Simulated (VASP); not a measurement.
Wanted: the native input for a VASP 6.6.1 run.

```
Task                   : relaxation of cell and atoms
Functional             : PBE
Potentials or basis    : VASP PAW PBE potentials, release 64 (Zn, S)
Cutoff                 : 600 eV
k mesh                 : 6 × 6 × 4
Occupations            : gaussian, width 0.1 eV
Spin                   : no spin polarisation
Dipole correction      : no
Further INCAR settings : ALGO = Normal; EDIFF = 1e-06; IBRION = 2; EDIFFG = -0.04; NSW = 90; ISIF = 3
```

The structure of ZnS lies in POSCAR:

```
ZnS
1.0
    3.3207089800      0.0000000000      0.0000000000
    0.0000000000      3.3207089800      0.0000000000
    0.0000000000      0.0000000000      4.2217213200
Zn S
1 1
Direct
    0.5000000000      0.5000000000      0.5000000000
    0.0000000000      0.0000000000      0.0000000000
```

One way to write it, as run:

INCAR

```
PREC     = Accurate       # precision mode
ENCUT    = 600            # plane-wave cutoff, eV
EDIFF    = 1E-6           # SCF threshold, eV
ISMEAR   = 0              # smearing method
SIGMA    = 0.1            # smearing width, eV
LREAL    = False          # projectors in reciprocal space
LASPH    = True           # aspherical terms in the spheres
NELM     = 100            # most SCF steps
ALGO     = Normal         # electronic algorithm
ISIF     = 3              # what is computed and relaxed
LWAVE    = False          # write WAVECAR
LCHARG   = False          # write CHGCAR
GGA      = PE             # functional
IBRION   = 2              # ionic algorithm
NSW      = 90             # ionic steps
EDIFFG   = -0.04          # ionic threshold
```

KPOINTS

```
regular mesh
0
Gamma
  6 6 4
```

Potentials or basis: VASP PAW PBE potentials, release 64 (Zn, S).

Launch:

```bash
$ cat potpaw_PBE.64/Zn/POTCAR potpaw_PBE.64/S/POTCAR > POTCAR
$ mpirun -np 1 vasp_std > vasp.out
```

Results of the run:

The relaxed volume is 16.29 Å³/atom and the relaxed cell is a = 3.440 Å, b = 3.440 Å, c = 2.753 Å, α = 90.00°, β = 90.00°, γ = 90.00°. The space group after relaxing (to 0.05 Å) is P4/mmm (No. 123) and the energy gained by relaxing is 556.3 meV/atom. The ionic steps are 18 and the pressure after relaxing is 0.0 GPa. The band gap on the k mesh is zero (band 9 reaches 6.77 eV, above the bottom of band 10 at 3.16 eV).

Caveat: the k points lie up to 0.57 Å⁻¹ apart in the final cell; the volume moved by over 15 % at a fixed basis, so the end points are rough.

Wall time 3.2 min on 1 thread of Intel Xeon 6975P-C, on a shared host, peak memory 0.19 GiB.
